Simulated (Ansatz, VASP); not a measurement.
**AgCl in VASP and in Ansatz**

POSCAR

```
AgCl
1.0
    0.0000000000      2.7731838142      2.9104564130
    2.7731838142      0.0000000000      2.9104564130
    2.7731838142      2.7731838142      0.0000000000
Ag Cl
1 1
Direct
    0.0000000000      0.0000000000      0.0000000000
    0.5000000000      0.5000000000      0.5000000000
```

File INCAR.step1:

```
SYSTEM = AgCl
ALGO     = Normal         ! electronic algorithm
EDIFF    = 1E-4           ! SCF threshold, eV
ENCUT    = 520            ! plane-wave cutoff, eV
GGA      = PE             ! functional
ISMEAR   = 0              ! smearing method
LASPH    = .True.         ! aspherical terms in the spheres
LCHARG   = .False.        ! write CHGCAR
LREAL    = .False.        ! projectors in reciprocal space
LWAVE    = .True.         ! write WAVECAR
NBANDS   = 16             ! bands
NELM     = 80             ! most SCF steps
PREC     = Accurate       ! precision mode
SIGMA    = 0.01           ! smearing width, eV
```

Contents of INCAR.step2:

```
SYSTEM = AgCl
ALGO     = Normal         ! electronic algorithm
EDIFF    = 1E-6           ! SCF threshold, eV
ENCUT    = 520            ! plane-wave cutoff, eV
ISIF     = 2              ! what is computed and relaxed
ISMEAR   = 0              ! smearing method
ISTART   = 1            
LASPH    = .True.         ! aspherical terms in the spheres
LCHARG   = .False.        ! write CHGCAR
LMIXTAU  = .True.       
LREAL    = .False.        ! projectors in reciprocal space
LWAVE    = .False.        ! write WAVECAR
METAGGA  = R2SCAN         ! meta-GGA
NBANDS   = 16             ! bands
NELM     = 80             ! most SCF steps
PREC     = Accurate       ! precision mode
SIGMA    = 0.01           ! smearing width, eV
```

File KPOINTS:

```
k-points
0
Gamma
  8 8 8
  0 0 0
```

Input for Ansatz:

```yaml
crystal:
  lattice:
    - [0.0, 2.7731838142, 2.910456413]
    - [2.7731838142, 0.0, 2.910456413]
    - [2.7731838142, 2.7731838142, 0.0]
  atoms:
    - { symbol: Ag, position: [0.0, 0.0, 0.0] }
    - { symbol: Cl, position: [0.5, 0.5, 0.5] }
kpoints:
  mp_grid: { grid: [8, 8, 8] }
  band_path:
    path:
      - [0.0, 0.0, 0.0]
      - [0.5, 0.0, 0.5]
      - [0.625, 0.25, 0.625]
      - [0.375, 0.375, 0.75]
      - [0.5, 0.5, 0.5]
      - [0.5, 0.25, 0.75]
      - [0.0375, 0.0375, 0.075]
      - [0.0, 0.0, 0.5]
    npoints: 1
hamiltonian:
  xc: r2scan
scf:
  occupations: { method: fixed }
  n_extra_bands: 4
output:
  forces: true
  stress: true
  eigenvalues: true
  write_density: true
  write_potential: true
  elf: true
  volumetric_format: npy
```

Change from the starting cell: uniaxial_z strain +5.0%.

Alike in both runs: task single point; functional r2SCAN; k mesh 8 × 8 × 8; no spin polarisation.

```csv
,VASP,Ansatz
version,VASP 6.6.1,Ansatz 0.2.0
potentials or method,"VASP PAW PBE potentials, release 64 (Ag, Cl)","plane waves, PAW"
plane-wave cutoff (eV),520,500
occupations,"gaussian, width 0.01 eV",fixed
valence electrons in the cell,18,26
```

Ansatz gave:

- gap on the k mesh at the Fermi level (eV): 1.34
- pressure (GPa): -2.0
- traceless stress, the component that is largest in VASP (GPa): -0.53

Task: What did VASP give for the same quantities?

Result: gap on the k mesh at the Fermi level (eV): 1.29; pressure (GPa): -2.1; traceless stress, the component that is largest in VASP (GPa): -0.51.

VASP's potentials were made for PBE, not for r2SCAN. VASP's potentials hold 18 valence electrons a cell and Ansatz's 26, so a difference there can come from the potentials and not from the codes.
